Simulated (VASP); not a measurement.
# SnS2 (Berndtite-2T) in VASP: a series of runs

The runs below take SnS2 (Berndtite-2T) through single point, with PBE+D3(BJ).

Everything below comes from runs of VASP 6.6.1. Logs are shortened: lines on timing, memory, paths and dates and some standing lists are left out, and cuts for length are marked.

## (1) The cell of the first run

The cell holds a slab with vacuum, 9 atoms: a = 3.639 Å, b = 3.639 Å, c = 28.137 Å, α = 90.00°, β = 90.00°, γ = 120.00°.

## (2) Single point, PBE+D3(BJ)

The input, INCAR:

```
  PREC = Accurate
  ENCUT = 400
  EDIFF = 1E-6
  ISMEAR = -1
  SIGMA = 0.1
  LREAL = False
  LASPH = True
  NELM = 120
  ALGO = Normal
  ISIF = 2
  LWAVE = False
  LCHARG = True
  LDIPOL = True
  IDIPOL = 3
  DIPOL = 0.5 0.5 0.491
  GGA = PE
  IVDW = 12
  LELF = True
  LVHAR = True
  LVACPOTAV = True
  NBANDS = 49
  GGA_COMPAT = False
  NELMDL = -8
```

The input, KPOINTS:

```
regular mesh
0
Gamma
  5 5 1
```

The input, POSCAR:

```
SnS2
1.0
    3.6390000000      0.0000000000      0.0000000000
   -1.8195000000      3.1514660000      0.0000000000
    0.0000000000      0.0000000000     28.1370000000
Sn S
3 6
Direct
    0.0000000000      0.0000000000      0.2132423499
    0.0000000000      0.0000000000      0.4217933682
    0.0000000000      0.0000000000      0.6303443864
    0.3333333333      0.6666666667      0.2653801045
    0.6666666667      0.3333333333      0.3696556136
    0.3333333333      0.6666666667      0.4739311227
    0.6666666667      0.3333333333      0.5782066318
    0.3333333333      0.6666666667      0.6824821410
    0.6666666667      0.3333333333      0.7867576501
```

Potentials or basis: VASP PAW PBE potentials, release 64 (Sn_d, S).

Command:

```console
$ cat potpaw_PBE.64/Sn_d/POTCAR potpaw_PBE.64/S/POTCAR > POTCAR
$ mpirun -np 1 vasp_std > vasp.out
```

OUTCAR:

```text
PREC = Accurate
   ENCUT = 400
   EDIFF = 1E-6
   ISMEAR = -1
   LREAL = False
   LASPH = True
   NELM = 120
   ISIF = 2
   GGA = PE
   IVDW = 12
   NELMDL = -8
 IVDW          = 12

 ion  position               nearest neighbor table
   1  0.000  0.000  0.213-   4 2.56   4 2.56   4 2.56
   2  0.000  0.000  0.422-   6 2.56   5 2.56   6 2.56   6 2.56   5 2.56   5 2.56
   3  0.000  0.000  0.630-   7 2.56   8 2.56   7 2.56   8 2.56   7 2.56   8 2.56
   4  0.333  0.667  0.265-   1 2.56   1 2.56   1 2.56
   5  0.667  0.333  0.370-   2 2.56   2 2.56   2 2.56
   6  0.333  0.667  0.474-   2 2.56   2 2.56   2 2.56
   7  0.667  0.333  0.578-   3 2.56   3 2.56   3 2.56
   8  0.333  0.667  0.682-   3 2.56   3 2.56   3 2.56
   9  0.667  0.333  0.787-

  LATTYP: Found a hexagonal cell.
 ALAT       =     3.6390000000
 C/A-ratio  =     7.7320692498

  Lattice vectors:

 A1 = (   3.6390000000,   0.0000000000,   0.0000000000)
 A2 = (  -1.8195000000,   3.1514660000,   0.0000000000)
 A3 = (   0.0000000000,   0.0000000000,  28.1370000000)

Analysis of symmetry for initial positions (statically):
=====================================================================
 Subroutine PRICEL returns:
 Original cell was already a primitive cell.

 Routine SETGRP: Setting up the symmetry group for a
 hexagonal supercell.

 Subroutine GETGRP returns: Found  6 space group operations
 (whereof  6 operations were pure point group operations)
 out of a pool of 24 trial point group operations.

The static configuration has the point symmetry C_3v.

Analysis of symmetry for dynamics (positions and initial velocities):
=====================================================================
 Subroutine PRICEL returns:
 Original cell was already a primitive cell.

 Routine SETGRP: Setting up the symmetry group for a
 hexagonal supercell.

 Subroutine GETGRP returns: Found  6 space group operations
 (whereof  6 operations were pure point group operations)
 out of a pool of 24 trial point group operations.

The dynamic configuration has the point symmetry C_3v.

 Subroutine INISYM returns: Found  6 space group operations
 (whereof  6 operations are pure point group operations),
 and found     1 'primitive' translations

----------------------------------------------------------------------------------------
[... 96 lines left out ...]
   TEBEG  =    0.0;   TEEND  =   0.0 temperature during run
   PSTRESS=    0.0 pullay stress
   NELECT =      78.0000    total number of electrons
   NUPDOWN=      -1.0000    fix difference up-down
   EMIN   =  10.00;   EMAX   =-10.00  energy-range for DOS
   EFERMI =   0.00;   METHOD = LEGACY
   ISMEAR =    -1;   SIGMA  =   0.10  broadening in eV -4-tet -1-fermi 0-gaus
   EFERMI_NEDOS =   21; number of points for ismear=-14 and -15
   IALGO  =     38    algorithm
   IMIX   =      4    mixing-type and parameters
     AMIX     =   0.40;   BMIX     =  1.00
     AMIX_MAG =   1.60;   BMIX_MAG =  1.00
  volume/ion in A,a.u.               =      35.85       241.95
  Fermi-wavevector in a.u.,A,eV,Ry     =   1.019801  1.927145 14.149985  1.039995
  Thomas-Fermi vector in A             =   2.153335
   LORBIT       =      0    0 simple, 1 ext, 2 COOP (PROOUT), +10 PAW based schemes
   GGA     = PE    functional components
   LHFCALC =     F    Hartree Fock is set to
   AEXX    =    0.0000 exact exchange contribution
   IVDW    =    12    specifies the selected vdW correction
   LEPSILON=     F    determine dielectric tensor
   LRPA    =     F    only Hartree local field effects (RPA)
 non-spin polarized calculation
  energy-cutoff  :      400.00
  volume of cell :      322.68
 maximum number of plane-waves:      5918
 NGX is ok and might be reduce to    24

 dipolmoment           0.000000      0.000000     -0.001659 electrons x Angstroem

 number of electron      77.9999993 magnetization

 dipolmoment           0.000000      0.000000      0.133811 electrons x Angstroem

 Free energy of the ion-electron system (eV)
  ---------------------------------------------------
  ext. energy  EPLUGINS =         0.00000000
  ---------------------------------------------------
  free energy    TOTEN  =       -36.15342205 eV

  energy without entropy =      -35.98617339  energy(sigma->0) =      -36.06979772

 E-fermi :   1.0668     XC(G=0):  -6.7615

 val. band max:        1.0253768957   @ k =   0.4000   0.2000   0.0000
 cond. band min:       1.1138023923   @ k =   0.2000   0.2000   0.0000
 fundamental gap:      0.0884254966
 Fermi energy:         1.0667614547

 k-point     1 :       0.0000    0.0000    0.0000
  band No.  band energies     occupation
      1     -20.4663      2.00000
      2     -20.4663      2.00000
      3     -20.4233      2.00000
      4     -20.3944      2.00000
      5     -20.3944      2.00000
      6     -20.3218      2.00000
[... 249 lines left out ...]
     48       6.8297      0.00000
     49       6.8993      0.00000

------------------------ aborting loop because EDIFF is reached ----------------------------------------

 Edisp (eV)   -2.55491

 E8    (eV) :    -1.0597

  FORCE on cell =-STRESS in cart. coord.  units (eV):
  Direction    XX          YY          ZZ          XY          YZ          ZX
  --------------------------------------------------------------------------------------
  -------------------------------------------------------------------------------------
  Total       0.28780     0.28780     1.17720     0.00000     0.00000     0.00000
  in kB       1.42901     1.42901     5.84505     0.00000     0.00000     0.00000
  external pressure =        2.90 kB  Pullay stress =        0.00 kB

 VOLUME and BASIS-vectors are now :
 -----------------------------------------------------------------------------
  energy-cutoff  :      400.00
  volume of cell :      322.68
      direct lattice vectors                 reciprocal lattice vectors
     3.639000000  0.000000000  0.000000000     0.274800769  0.158656321  0.000000000
    -1.819500000  3.151466000  0.000000000     0.000000000  0.317312641  0.000000000
     0.000000000  0.000000000 28.137000000     0.000000000  0.000000000  0.035540392

 POSITION                                       TOTAL-FORCE (eV/Angst)
 -----------------------------------------------------------------------------------
      0.00000      0.00000      6.00000        -0.000000     -0.000000     -0.357852
      0.00000      0.00000     11.86800         0.000000     -0.000000      0.036670
      0.00000      0.00000     17.73600         0.000000      0.000000      0.083296
     -0.00000      2.10098      7.46700        -0.000000      0.000000      0.363855
      1.81950      1.05049     10.40100        -0.000000     -0.000000     -0.260311
     -0.00000      2.10098     13.33500         0.000000     -0.000000      0.244944
      1.81950      1.05049     16.26900         0.000000     -0.000000     -0.317320
     -0.00000      2.10098     19.20300         0.000000     -0.000000      0.394376
      1.81950      1.05049     22.13700         0.000000     -0.000000     -0.187656
 -----------------------------------------------------------------------------------
    total drift:                                0.000000     -0.000001      0.000135

  FREE ENERGIE OF THE ION-ELECTRON SYSTEM (eV)
  ---------------------------------------------------
  free  energy   TOTEN  =       -38.7083310661 eV

  energy  without entropy=      -38.5410824155  energy(sigma->0) =      -38.62470674

 vacuum level on the upper side and lower side of the slab         8.148         6.033
```

OSZICAR:

```text
N       E                     dE             d eps       ncg     rms          rms(c)
DAV:   1     0.730900774584E+03    0.73090E+03   -0.30867E+04   530   0.144E+03
DAV:   2     0.810472423650E+02   -0.64985E+03   -0.62846E+03   538   0.379E+02
DAV:   3    -0.305337773539E+02   -0.11158E+03   -0.10822E+03   594   0.170E+02
[... 33 lines left out ...]
DAV:  37    -0.361534272156E+02    0.12823E-04   -0.11071E-05   548   0.208E-02    0.426E-02
DAV:  38    -0.361534393707E+02   -0.12155E-04   -0.55089E-06   468   0.133E-02    0.418E-02
DAV:  39    -0.361534277137E+02    0.11657E-04   -0.74218E-06   467   0.232E-02    0.430E-02
DAV:  40    -0.361534225807E+02    0.51330E-05   -0.92896E-06   540   0.230E-02    0.450E-02
DAV:  41    -0.361534220450E+02    0.53567E-06   -0.89524E-06   516   0.191E-02
   1 F= -.38708331E+02 E0= -.38624707E+02  d E =-.167249E+00
```

stdout:

```text
POSCAR found type information on POSCAR SnS
 POSCAR found :  2 types and       9 ions
 scaLAPACK will be used
 LDA part: xc-table for (Slater+PW92), standard interpolation
 POSCAR, INCAR and KPOINTS ok, starting setup
 FFT: planning ... GRIDC
 FFT: planning ... GRID_SOFT
 FFT: planning ... GRID
 WAVECAR not read
 entering main loop
 -----------------------------------------------------------------------------
|                                                                             |
|           W    W    AA    RRRRR   N    N  II  N    N   GGGG   !!!           |
|           W    W   A  A   R    R  NN   N  II  NN   N  G    G  !!!           |
|           W    W  A    A  R    R  N N  N  II  N N  N  G       !!!           |
|           W WW W  AAAAAA  RRRRR   N  N N  II  N  N N  G  GGG   !            |
|           WW  WW  A    A  R   R   N   NN  II  N   NN  G    G                |
|           W    W  A    A  R    R  N    N  II  N    N   GGGG   !!!           |
|                                                                             |
|     Did not find any points to average over, which means that no vacuum     |
|     field-free region was found. Please increase the size of  your cell     |
|     in the dimension of the dipole correction to obtain accurate            |
|     workfunction values.                                                    |
|                                                                             |
 -----------------------------------------------------------------------------
```

Run time: 3.2 min. Hardware: 1 thread of Intel Xeon 6975P-C, shared host; peak memory 0.34 GiB.

What came out:

* Free energy: -38.7083 eV
* Largest force: 0.394 eV/Å
* Band gap on the k mesh: zero (band 39 reaches 1.91 eV, above the bottom of band 40 at 1.03 eV)
* Dispersion energy per atom: -0.284 eV

Forces on the atoms (eV/Å):
```
Sn   0.000  0.000 -0.358
Sn   0.000  0.000  0.037
Sn   0.000  0.000  0.083
S    0.000  0.000  0.364
S    0.000  0.000 -0.260
S    0.000  0.000  0.245
S    0.000  0.000 -0.317
S    0.000  0.000  0.394
S    0.000  0.000 -0.188
```

Caveat: the k points lie up to 0.40 Å⁻¹ apart; spin-orbit coupling is left out, which moves the levels of the heavy elements.

## (3) Single point, PBE+D3(BJ)

This run uses another cell than the first one: it holds 12 atoms, not 9.

The input, INCAR:

```
ALGO     = Normal         # electronic algorithm
DIPOL    = 0.5 0.5 0.493
EDIFF    = 1E-6           # SCF threshold, eV
ENCUT    = 400            # plane-wave cutoff, eV
GGA      = PE             # functional
GGA_COMPAT= F            
IDIPOL   = 3            
ISIF     = 2              # what is computed and relaxed
ISMEAR   = -1             # smearing method
IVDW     = 12             # dispersion correction
LASPH    = T              # aspherical terms in the spheres
LCHARG   = F              # write CHGCAR
LDIPOL   = T            
LREAL    = F              # projectors in reciprocal space
LWAVE    = F              # write WAVECAR
NBANDS   = 64             # bands
NELM     = 120            # most SCF steps
NELMDL   = -8           
PREC     = Accurate       # precision mode
SIGMA    = 0.1            # smearing width, eV
```

The input, KPOINTS:

```
k-points
0
Gamma
  5 5 1
```

The input, POSCAR:

```
SnS2
1.0
    3.6390000000      0.0000000000      0.0000000000
   -1.8195000000      3.1514660000      0.0000000000
    0.0000000000      0.0000000000     34.0050000000
Sn S
4 8
Direct
    0.0000000000      0.0000000000      0.1764446405
    0.0000000000      0.0000000000      0.3490074989
    0.0000000000      0.0000000000      0.5215703573
    0.0000000000      0.0000000000      0.6941332157
    0.3333333333      0.6666666667      0.2195853551
    0.6666666667      0.3333333333      0.3058667843
    0.3333333333      0.6666666667      0.3921482135
    0.6666666667      0.3333333333      0.4784296427
    0.3333333333      0.6666666667      0.5647110719
    0.6666666667      0.3333333333      0.6509925011
    0.3333333333      0.6666666667      0.7372739303
    0.6666666667      0.3333333333      0.8235553595
```

Potentials or basis: VASP PAW PBE potentials, release 64 (Sn_d, S).

Command:

```console
$ cat potpaw_PBE.64/Sn_d/POTCAR potpaw_PBE.64/S/POTCAR > POTCAR
$ mpirun -np 1 vasp_std > vasp.out
```

It took 11 min on 1 thread of Intel Xeon 6975P-C, shared host; peak memory 0.39 GiB.

Results (log left out):

```yaml
Free_energy: -52.8169 eV
Largest_force: 0.397 eV/Å
Band_gap_on_the_k_mesh: zero (band 52 reaches 2.65 eV, above the bottom of band 53 at 1.76 eV)
Dispersion_energy_per_atom: -0.295 eV
```

Forces on the atoms (eV/Å):
```
Sn   0.000  0.000 -0.359
Sn   0.000  0.000  0.022
Sn   0.000  0.000  0.013
Sn   0.000  0.000  0.077
S    0.000  0.000  0.366
S    0.000  0.000 -0.252
S    0.000  0.000  0.245
S    0.000  0.000 -0.251
S    0.000  0.000  0.244
S    0.000  0.000 -0.313
S    0.000  0.000  0.397
S    0.000  0.000 -0.188
```

Levels at points of the mesh, in eV from the Fermi level:
| k point | band 48 | band 49 | band 50 | band 51 | band 52 | band 53 | band 54 | band 55 | band 56 | band 57 |
| --- | --- | --- | --- | --- | --- | --- | --- | --- | --- | --- |
| (0.00, 0.00, 0.00) | -0.74 | -0.74 | -0.63 | -0.30 | 0.84 | 0.84 | 1.68 | 2.11 | 2.46 | 2.62 |

Caveat: the k points lie up to 0.40 Å⁻¹ apart; spin-orbit coupling is left out, which moves the levels of the heavy elements.
